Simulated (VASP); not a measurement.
# SiC in VASP: a series of runs

Runs on SiC. Level: PBE. Tasks: single point.

Everything below comes from runs of VASP 6.6.1. Logs are shortened: lines on timing, memory, paths and dates and some standing lists are left out, and cuts for length are marked.

## (1) The cell of the first run

The structure is trigonal, space group P3m1 (No. 156). The conventional cell has a = 3.172 Å, b = 3.172 Å, c = 15.566 Å, α = 90.00°, β = 90.00°, γ = 120.00°. Within 2.6 Å of Si (site symmetry 3m) lie 4 C at 1.95 to 1.97 Å. Si (site symmetry 3m) has 4 C at 1.94 Å within 2.6 Å. Si (site symmetry 3m) has 4 C at 1.93 to 1.94 Å within 2.6 Å. Si (site symmetry 3m) has 4 C at 1.95 to 1.96 Å within 2.6 Å. Si (site symmetry 3m) has 4 C at 1.93 to 1.94 Å within 2.6 Å. Si (site symmetry 3m) has 4 C at 1.95 to 1.96 Å within 2.6 Å. Within 2.6 Å of C (site symmetry 3m) lie 4 Si at 1.94 to 1.97 Å. Within 2.6 Å of C (site symmetry 3m) lie 4 Si at 1.94 to 1.95 Å.

## (2) Single point, PBE (atoms displaced along a vibrational mode, the cell strained)

Input file INCAR:

```
PREC = Accurate
ENCUT = 520
EDIFF = 1E-7
ISMEAR = 0
SIGMA = 0.05
LREAL = F
LASPH = T
NELM = 80
ALGO = Normal
ISIF = 2
LWAVE = F
LCHARG = T
GGA = PE
LELF = T
LVHAR = T
NBANDS = 36
```

Input file KPOINTS:

```
regular mesh
0
Gamma
  12 12 2
```

Input file POSCAR:

```
SiC
1.0
    3.1723110357      0.0000000000      0.0000000000
   -1.5861555179      2.7473019456      0.0000000000
    0.0000000000      0.0000000000     15.5659749019
Si C
6 6
Direct
    0.0000000000      0.0000000000      0.1250405817
    0.0000000000      0.0000000000      0.6250393361
    0.3333333333      0.6666666667      0.2918410209
    0.6666666667      0.3333333333      0.7917935669
    0.3333333333      0.6666666667      0.9583303597
    0.6666666667      0.3333333333      0.4582887901
    0.0000000000      0.0000000000      0.9987138814
    0.0000000000      0.0000000000      0.5006630044
    0.3333333333      0.6666666667      0.1677389114
    0.6666666667      0.3333333333      0.6659201616
    0.3333333333      0.6666666667      0.8342543950
    0.6666666667      0.3333333333      0.3323759906
```

Potentials or basis: VASP PAW PBE potentials, release 64 (Si, C).

The run is started by

```
$ cat potpaw_PBE.64/Si/POTCAR potpaw_PBE.64/C/POTCAR > POTCAR
$ mpirun -np 1 vasp_std > vasp.out
```

OUTCAR:

```text
PREC = Accurate
   ENCUT = 520
   EDIFF = 1E-7
   ISMEAR = 0
   LREAL = F
   LASPH = T
   NELM = 80
   ISIF = 2
   GGA = PE

 ion  position               nearest neighbor table
   1  0.000  0.000  0.125-   9 1.95   9 1.95   9 1.95   7 1.97
   2  0.000  0.000  0.625-   8 1.94  10 1.94  10 1.94  10 1.94
   3  0.333  0.667  0.292-   9 1.93  12 1.94  12 1.94  12 1.94
   4  0.667  0.333  0.792-  11 1.95  11 1.95  11 1.95  10 1.96
   5  0.333  0.667  0.958-  11 1.93   7 1.94   7 1.94   7 1.94
   6  0.667  0.333  0.458-   8 1.95   8 1.95   8 1.95  12 1.96
   7  0.000  0.000  0.999-   5 1.94   5 1.94   5 1.94   1 1.97
   8  0.000  0.000  0.501-   2 1.94   6 1.95   6 1.95   6 1.95
   9  0.333  0.667  0.168-   3 1.93   1 1.95   1 1.95   1 1.95
  10  0.667  0.333  0.666-   2 1.94   2 1.94   2 1.94   4 1.96
  11  0.333  0.667  0.834-   5 1.93   4 1.95   4 1.95   4 1.95
  12  0.667  0.333  0.332-   3 1.94   3 1.94   3 1.94   6 1.96

  LATTYP: Found a hexagonal cell.
 ALAT       =     3.1723110357
 C/A-ratio  =     4.9068249383

  Lattice vectors:

 A1 = (   3.1723110357,   0.0000000000,   0.0000000000)
 A2 = (  -1.5861555179,   2.7473019456,   0.0000000000)
 A3 = (   0.0000000000,   0.0000000000,  15.5659749019)

Analysis of symmetry for initial positions (statically):
=====================================================================
 Subroutine PRICEL returns:
 Original cell was already a primitive cell.

 Routine SETGRP: Setting up the symmetry group for a
 hexagonal supercell.

 Subroutine GETGRP returns: Found  6 space group operations
 (whereof  6 operations were pure point group operations)
 out of a pool of 24 trial point group operations.

The static configuration has the point symmetry C_3v.

Analysis of symmetry for dynamics (positions and initial velocities):
=====================================================================
 Subroutine PRICEL returns:
 Original cell was already a primitive cell.

 Routine SETGRP: Setting up the symmetry group for a
 hexagonal supercell.

 Subroutine GETGRP returns: Found  6 space group operations
 (whereof  6 operations were pure point group operations)
 out of a pool of 24 trial point group operations.

The dynamic configuration has the point symmetry C_3v.

 Subroutine INISYM returns: Found  6 space group operations
 (whereof  6 operations are pure point group operations),
 and found     1 'primitive' translations

----------------------------------------------------------------------------------------

                                     Primitive cell

  volume of cell :     135.6621

  direct lattice vectors                    reciprocal lattice vectors
     3.172311036  0.000000000  0.000000000     0.315227602  0.181996741  0.000000000
    -1.586155518  2.747301946  0.000000000     0.000000000  0.363993482  0.000000000
     0.000000000  0.000000000 15.565974902     0.000000000  0.000000000  0.064242684

  length of vectors
     3.172311036  3.172311036 15.565974902     0.363993482  0.363993482  0.064242684

  position of ions in fractional coordinates (direct lattice)
     0.000000000  0.000000000  0.125040582
     0.000000000  0.000000000  0.625039336
     0.333333333  0.666666667  0.291841021
     0.666666667  0.333333333  0.791793567
     0.333333333  0.666666667  0.958330360
     0.666666667  0.333333333  0.458288790
     0.000000000  0.000000000  0.998713881
     0.000000000  0.000000000  0.500663004
     0.333333333  0.666666667  0.167738911
     0.666666667  0.333333333  0.665920162
     0.333333333  0.666666667  0.834254395
     0.666666667  0.333333333  0.332375991

  ion indices of the primitive-cell ions
   primitive index   ion index
                 1           1
                 2           2
                 3           3
                 4           4
                 5           5
                 6           6
                 7           7
                 8           8
                 9           9
                10          10
                11          11
                12          12

----------------------------------------------------------------------------------------

 KPOINTS: regular mesh

Automatic generation of k-mesh.
 Grid dimensions read from file:
 generate k-points for:   12   12    2

 Generating k-lattice:

  Cartesian coordinates                     Fractional coordinates (reciprocal lattice)
     0.026268967  0.015166395  0.000000000     0.083333333  0.000000000  0.000000000
     0.000000000  0.030332790  0.000000000     0.000000000  0.083333333  0.000000000
     0.000000000  0.000000000  0.032121342     0.000000000  0.000000000  0.500000000

  Length of vectors
     0.030332790  0.030332790  0.032121342

  Shift w.r.t. Gamma in fractional coordinates (k-lattice)
     0.000000000  0.000000000  0.000000000

 Subroutine IBZKPT returns following result:
 ===========================================

 Found     38 irreducible k-points:

 Following reciprocal coordinates:
            Coordinates               Weight
  0.000000  0.000000  0.000000      1.000000
  0.083333  0.000000  0.000000      6.000000
  0.166667  0.000000  0.000000      6.000000
  0.250000  0.000000  0.000000      6.000000
  0.333333  0.000000  0.000000      6.000000
  0.416667 -0.000000  0.000000      6.000000
[... 16 lines left out ...]
  0.250000  0.000000  0.500000      6.000000
  0.333333  0.000000  0.500000      6.000000
 [... further k-points ...]
   k-points           NKPTS =     38   k-points in BZ     NKDIM =     38   number of bands    NBANDS=     36
   number of dos      NEDOS =    301   number of ions     NIONS =     12
   total plane-waves  NPLWV =  69120
   dimension x,y,z NGX =    24 NGY =   24 NGZ =  120
   dimension x,y,z NGXF=    48 NGYF=   48 NGZF=  240
   ions per type =               6   6
   NGX,Y,Z   is equivalent  to a cutoff of  12.58, 12.58, 12.82 a.u.
   NGXF,Y,Z  is equivalent  to a cutoff of  25.15, 25.15, 25.63 a.u.
 SYSTEM =  unknown system
   PREC   = accura    normal or accurate (medium, high low for compatibility)
   ISTART =      0    job   : 0-new  1-cont  2-samecut
   ICHARG =      2    charge: 1-file 2-atom 10-const
   ISPIN  =      1    spin polarized calculation?
   LNONCOLLINEAR =      F non collinear calculations
   LSORBIT =      F    spin-orbit coupling
   LASPH  =      T    aspherical Exc in radial PAW
   ENCUT  =  520.0 eV  38.22 Ry    6.18 a.u.   5.90  5.90 28.94*2*pi/ulx,y,z
   NELM   =     80;   NELMIN=  2; NELMDL= -5     # of ELM steps
   EDIFF  = 0.1E-06   stopping-criterion for ELM
   LREAL  =      F    real-space projection
   EDIFFG = 0.1E-05   stopping-criterion for IOM
   NSW    =      0    number of steps for IOM
   IBRION =     -1    ionic relax: 0-MD 1-quasi-New 2-CG
   NFREE  =      0    steps in history (QN), initial steepest desc. (CG)
   ISIF   =      2    stress and relaxation
   ISYM   =      2    0-nonsym 1-usesym 2-fastsym
   POTIM  = 0.5000    time-step for ionic-motion
   TEBEG  =    0.0;   TEEND  =   0.0 temperature during run
   PSTRESS=    0.0 pullay stress
   NELECT =      48.0000    total number of electrons
   NUPDOWN=      -1.0000    fix difference up-down
   EMIN   =  10.00;   EMAX   =-10.00  energy-range for DOS
   EFERMI =   0.00;   METHOD = LEGACY
   ISMEAR =     0;   SIGMA  =   0.05  broadening in eV -4-tet -1-fermi 0-gaus
   EFERMI_NEDOS =   21; number of points for ismear=-14 and -15
   IALGO  =     38    algorithm
   IMIX   =      4    mixing-type and parameters
     AMIX     =   0.40;   BMIX     =  1.00
     AMIX_MAG =   1.60;   BMIX_MAG =  1.00
  volume/ion in A,a.u.               =      11.31        76.29
  Fermi-wavevector in a.u.,A,eV,Ry     =   1.157895  2.188104 18.241606  1.340720
  Thomas-Fermi vector in A             =   2.294502
   LORBIT       =      0    0 simple, 1 ext, 2 COOP (PROOUT), +10 PAW based schemes
   GGA     = PE    functional components
   LHFCALC =     F    Hartree Fock is set to
   AEXX    =    0.0000 exact exchange contribution
   IVDW    =     0    specifies the selected vdW correction
   LEPSILON=     F    determine dielectric tensor
   LRPA    =     F    only Hartree local field effects (RPA)
 non-spin polarized calculation
 Gauss-broadening in eV      SIGMA  =   0.05
  energy-cutoff  :      520.00
  volume of cell :      135.66
 maximum number of plane-waves:      3682
 NGX is ok and might be reduce to    24
   NGX = 11   NGY = 11   NGZ = 57

 number of electron      48.0000001 magnetization

 Free energy of the ion-electron system (eV)
  ---------------------------------------------------
  ext. energy  EPLUGINS =         0.00000000
  ---------------------------------------------------
  free energy    TOTEN  =       -89.92122982 eV

  energy without entropy =      -89.92122982  energy(sigma->0) =      -89.92122982

 E-fermi :   7.4388     XC(G=0): -10.9712

 val. band max:        7.1863819541   @ k =   0.0000   0.0000   0.0000
 cond. band min:       9.2270888382   @ k =   0.5000   0.0000   0.0000
 fundamental gap:      2.0407068841
 Fermi energy:         7.4388070763

 k-point     1 :       0.0000    0.0000    0.0000
  band No.  band energies     occupation
      1      -7.5894      2.00000
      2      -7.1033      2.00000
      3      -7.0733      2.00000
      4      -5.6894      2.00000
      5      -5.6638      2.00000
      6      -4.3400      2.00000
[... 28 lines left out ...]
     35      13.9389      0.00000
     36      14.1633      0.00000

 k-point     2 :       0.0833    0.0000    0.0000
  band No.  band energies     occupation
      1      -7.4771      2.00000
      2      -6.9927      2.00000
      3      -6.9623      2.00000
      4      -5.5845      2.00000
      5      -5.5587      2.00000
      6      -4.2452      2.00000
[... 850 lines left out ...]
 k-point    24 :       0.3333    0.0000    0.5000
  band No.  band energies     occupation
      1      -5.7543      2.00000
      2      -5.7499      2.00000
      3      -4.8934      2.00000
      4      -4.8177      2.00000
      5      -3.4523      2.00000
      6      -3.4463      2.00000
[... 28 lines left out ...]
     35      14.6312      0.00000
     36      14.6373      0.00000

 [... further k-points ...]

------------------------ aborting loop because EDIFF is reached ----------------------------------------

  FORCE on cell =-STRESS in cart. coord.  units (eV):
  Direction    XX          YY          ZZ          XY          YZ          ZX
  --------------------------------------------------------------------------------------
  -------------------------------------------------------------------------------------
  Total      -11.5643049    -11.5643049    -11.4233126      0.0000000      0.0000000     -0.0000000
  in kB     -136.5751337   -136.5751337   -134.9100063      0.0000000      0.0000000     -0.0000000
  external PRESSURE =    -136.0200912 kB  Pullay stress =       0.0000000 kB

 VOLUME and BASIS-vectors are now :
 -----------------------------------------------------------------------------
  energy-cutoff  :      520.00
  volume of cell :      135.66
      direct lattice vectors                 reciprocal lattice vectors
     3.172311036  0.000000000  0.000000000     0.315227602  0.181996741  0.000000000
    -1.586155518  2.747301946  0.000000000     0.000000000  0.363993482  0.000000000
     0.000000000  0.000000000 15.565974902     0.000000000  0.000000000  0.064242684

 POSITION                                       TOTAL-FORCE (eV/Angst)
 -----------------------------------------------------------------------------------
      0.00000      0.00000      1.94638         0.000000     -0.000000      0.056384
      0.00000      0.00000      9.72935        -0.000000     -0.000000     -0.003560
     -0.00000      1.83153      4.54279         0.000000      0.000000     -0.049010
      1.58616      0.91577     12.32504        -0.000000     -0.000000      0.055276
     -0.00000      1.83153     14.91735        -0.000000     -0.000000     -0.049047
      1.58616      0.91577      7.13371        -0.000000     -0.000000      0.051459
      0.00000      0.00000     15.54596         0.000000     -0.000000      0.354236
      0.00000      0.00000      7.79331         0.000000     -0.000000     -0.391761
     -0.00000      1.83153      2.61102        -0.000000     -0.000000     -0.353374
      1.58616      0.91577     10.36570        -0.000000      0.000000      0.341991
     -0.00000      1.83153     12.98598        -0.000000     -0.000000     -0.365807
      1.58616      0.91577      5.17376         0.000000      0.000000      0.353213
 -----------------------------------------------------------------------------------
    total drift:                               -0.000000     -0.000000      0.000183

  FREE ENERGIE OF THE ION-ELECTRON SYSTEM (eV)
  ---------------------------------------------------
  free  energy   TOTEN  =       -89.9212298212 eV

  energy  without entropy=      -89.9212298212  energy(sigma->0) =      -89.92122982
```

Wall time 2.4 min (1 thread of Intel Xeon Platinum 8559C (Emerald Rapids), shared host); peak memory 0.31 GiB.

What came out:

```yaml
Free_energy: -89.9212 eV
Pressure: -13.6 GPa
Largest_force: 0.392 eV/Å
Band_gap_on_the_k_mesh: 2.04 eV (least direct gap 3.11 eV)
```

Forces in eV/Å, atoms in the order of the input:
```
Si   0.000  0.000  0.056
Si   0.000  0.000 -0.004
Si   0.000  0.000 -0.049
Si   0.000  0.000  0.055
Si   0.000  0.000 -0.049
Si   0.000  0.000  0.051
C    0.000  0.000  0.354
C    0.000  0.000 -0.392
C    0.000  0.000 -0.353
C    0.000  0.000  0.342
C    0.000  0.000 -0.366
C    0.000  0.000  0.353
```

Caveat: the cell differs from its parent crystal (atoms displaced along a vibrational mode, the cell strained); the cell stands under tension. A k mesh can miss the band edges.

[end of part 1 of 3]
